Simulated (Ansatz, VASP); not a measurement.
## One calculation of CdS, two programs

File POSCAR:

```
CdS
1.0
    4.1741829389      0.0000000000      0.0000000000
   -2.0870914694      3.6149480049      0.0000000000
    0.0000000000      0.0000000000      5.6856872434
Cd S
1 1
Direct
    0.0000000000      0.0000000000      0.4426920000
    0.6666666667      0.3333333333      0.4343080000
```

INCAR.step1

```
PREC = Accurate
ENCUT = 700
ISMEAR = 0
SIGMA = 0.01
LREAL = F
LASPH = T
NELM = 120
NBANDS = 20
GGA = PE
ALGO = Normal
EDIFF = 1E-5
LWAVE = T
LCHARG = F
GGA_COMPAT = F
```

File INCAR.step2:

```
PREC = Accurate
ENCUT = 700
EDIFF = 1E-6
ISMEAR = 0
SIGMA = 0.01
LREAL = F
LASPH = T
NELM = 120
ALGO = Normal
ISIF = 2
LWAVE = F
LCHARG = F
METAGGA = R2SCAN
LMIXTAU = T
NBANDS = 20
ISTART = 1
GGA_COMPAT = F
```

File KPOINTS:

```
regular mesh
0
Gamma
  6 6 4
```

Input for Ansatz:

```yaml
crystal:
  lattice:
    - [4.174182938875489, 0.0, 0.0]
    - [-2.0870914694377447, 3.6149480048569713, 0.0]
    - [0.0, 0.0, 5.685687243381927]
  atoms:
    - { symbol: Cd, position: [0.0, 0.0, 0.442692] }
    - { symbol: S, position: [0.6666666666666666, 0.3333333333333333, 0.434308] }
basis:
  ecutwfc: 653.073269903712
kpoints:
  mp_grid:
    grid: [6, 6, 4]
hamiltonian:
  xc: r2scan
  pseudopotentials:
    kind: paw
scf:
  occupations:
    method: fixed
output:
  stress: true
```

Alike in both runs: task single point; functional r2SCAN; k mesh 6 × 6 × 4; no spin polarisation.

```csv
,VASP,Ansatz
version,VASP 6.6.1,Ansatz 0.2.0
potentials or method,"VASP PAW PBE potentials, release 64 (Cd_sv_GW, S), cutoff 700 eV","plane waves, PAW"
occupations,"gaussian, width 0.01 eV",fixed
valence electrons in the cell,26,26
```

```tsv
	VASP	Ansatz	Ansatz less VASP
pressure (GPa)	1.1	1.1	+0.07
traceless stress, the component that is largest in VASP (GPa)	-1.16	-1.21	-0.046
```

VASP's potentials were made for PBE, not for r2SCAN.
